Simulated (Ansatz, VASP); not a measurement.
# One calculation of Cu, two programs

```
Cu
1.0
     0.00000    1.75912    1.75912
     1.75912    0.00000    1.75912
     1.75912    1.75912    0.00000
Cu
1
Direct
  0.00000 0.00000 0.00000
```

Alike in both runs: functional LDA; k mesh 20 × 20 × 20; occupations gaussian, width 0.1 eV; no spin polarisation.

Ansatz relaxed the structure, and its values are those at the end. VASP's run is a single point on that final structure, the one shown.

|  | VASP | Ansatz |
| --- | --- | --- |
| version | VASP 6.6.1 | Ansatz 0.2.0 |
| potentials or method | VASP PAW LDA potentials, release 64 (Cu_sv_GW), cutoff 820 eV | scalar-relativistic, plane waves, PAW |
| valence electrons in the cell | 19 | 19 |

```tsv
	VASP	Ansatz	Ansatz less VASP
gap on the k mesh at the Fermi level (eV)	none	none	-
pressure (GPa)	-0.8	0.0	+0.78
```

LDA's correlation is that of Perdew and Zunger in VASP and of Perdew and Wang (1992) in Ansatz. A gap of «none» marks a metal or a gap that the smearing closes.
